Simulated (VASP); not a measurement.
Set up this calculation in VASP 6.6.1, as the native input.

- Task: single point
- Functional: PBEsol
- Potentials or basis: VASP PAW PBE potentials, release 64 (Al)
- Cutoff: 520 eV
- k mesh: 12 × 12 × 1
- Occupations: gaussian, width 0.1 eV
- Spin: no spin polarisation
- Dipole correction: yes
- Further INCAR settings: ALGO = Normal; EDIFF = 1e-06; NBANDS = 20

The structure of Al lies in POSCAR:

```
Al
1.0
    2.8394492336      0.0000000000      0.0000000000
    0.0000000000      2.8394492336      0.0000000000
    0.0000000000      0.0000000000     27.0467628474
Al
7
Direct
    0.5000000000      0.5000000000      0.2772975103
    0.0000000000      0.0000000000      0.3515316736
    0.5000000000      0.5000000000      0.4257658368
    0.0000000000      0.0000000000      0.5000000000
    0.5000000000      0.5000000000      0.5742341632
    0.0000000000      0.0000000000      0.6484683264
    0.5000000000      0.5000000000      0.7227024897
```

These files were run (other wordings do the same):

INCAR

```
SYSTEM = Al
  PREC = Accurate
  ENCUT = 520
  EDIFF = 1E-6
  ISMEAR = 0
  SIGMA = 0.1
  LREAL = .False.
  LASPH = .True.
  NELM = 80
  ALGO = Normal
  ISIF = 2
  LWAVE = .False.
  LCHARG = .False.
  LDIPOL = .True.
  IDIPOL = 3
  DIPOL = 0.5 0.5 0.500
  GGA = PS
  NBANDS = 20
```

KPOINTS

```
regular mesh
0
Gamma
  12 12 1
  0 0 0
```

Potentials or basis: VASP PAW PBE potentials, release 64 (Al).

Run with:

```sh
$ cat potpaw_PBE.64/Al/POTCAR > POTCAR
$ mpirun -np 1 vasp_std > vasp.out
```

It gave:

The largest force is 0.146 eV/Å.

Caveat: the PAW data sets were made with another functional, which shifts forces and pressure a little.

Wall time 2 min on 1 thread of AMD EPYC 9R45 96-Core Processor (Zen 5), on a shared host, peak memory 0.33 GiB.
